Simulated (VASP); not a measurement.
**Os: single point with r2SCAN+rVV10**

Crystal: Os.

```
Os
1.0
     2.77008    0.00000    0.00000
    -1.38504    2.39896    0.00000
     0.00000    0.00000    4.37654
Os
2
Direct
  0.66667 0.33333 0.75000
  0.33333 0.66667 0.25000
```

| Quantity | Value |
| --- | --- |
| Program | VASP 6.6.1 |
| Task | single point |
| Functional | r2SCAN |
| Dispersion | rVV10 |
| Potentials or basis | VASP PAW PBE potentials, release 64 (Os) |
| Cutoff | 520 eV |
| k mesh | 11 × 11 × 6 |
| Occupations | fermi-dirac, width 0.05 eV |
| Spin | no spin polarisation |

* Pressure: -15.4 GPa
* Band gap on the k mesh: zero (band 8 reaches 10.72 eV, above the bottom of band 9 at 6.90 eV)

Stress tensor (GPa, compression positive):
```
-14.85   0.00   0.00
  0.00 -14.85   0.00
  0.00   0.00 -16.42
```

Levels at points of the mesh, in eV from the Fermi level:
```csv
k point,band 6,band 7,band 8,band 9,band 10,band 11
"(0.00, 0.00, 0.00)",-2.13,-2.13,-1.50,-1.50,0.04,1.70
"(0.00, 0.00, 0.50)",-3.14,-3.14,-3.14,0.91,0.91,0.91
```

Run time: 3.4 min on 1 thread of AMD EPYC 7R13 (shared host), peak memory 0.24 GiB.

Caveat: the PAW data sets were made with another functional, which shifts forces and pressure a little; spin-orbit coupling is left out, which moves the levels of the heavy elements.
